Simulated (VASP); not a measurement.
A run of VASP 6.6.1:

File POSCAR:

```
MgO
1.0
    2.1442108665      2.1442108665      0.0000000000
   -2.1442108665      2.1442108665      0.0000000000
    0.0000000000      2.1442108665      2.0779463653
Mg O
1 1
Direct
    0.0000000000      0.0000000000      0.0000000000
    0.5000000000      0.5000000000      0.0000000000
```

Contents of INCAR.step1:

```
SYSTEM = MgO
PREC = Accurate
ENCUT = 520
ISMEAR = 0
SIGMA = 0.01
LREAL = .False.
LASPH = .True.
NELM = 100
NBANDS = 11
GGA = PE
ALGO = Normal
EDIFF = 1E-4
LWAVE = .True.
LCHARG = .False.
```

Contents of INCAR.step2:

```
SYSTEM = MgO
PREC = Accurate
ENCUT = 520
EDIFF = 1E-6
ISMEAR = 0
SIGMA = 0.01
LREAL = .False.
LASPH = .True.
NELM = 100
ALGO = Normal
ISIF = 2
LWAVE = .False.
LCHARG = .True.
METAGGA = R2SCAN
LMIXTAU = .True.
LELF = .True.
LVHAR = .True.
NBANDS = 11
ISTART = 1
```

The input KPOINTS:

```
regular mesh
0
Gamma
  10 10 10
  0 0 0
```

Potentials or basis: VASP PAW PBE potentials, release 64 (Mg, O).

Launch:

```console
$ cat potpaw_PBE.64/Mg/POTCAR potpaw_PBE.64/O/POTCAR > POTCAR
$ cp INCAR.step1 INCAR
$ mpirun -np 1 vasp_std > vasp.out
$ cp INCAR.step2 INCAR
$ mpirun -np 1 vasp_std > vasp.out
```

Hardware: 1 thread of Intel Xeon 8259CL, with other jobs on the host.

Problem. How long does it take, and how much memory?

Solution. It took 65 s on 1 thread of Intel Xeon 8259CL, on a shared host, peak memory 0.16 GiB. Counts: k points 102.
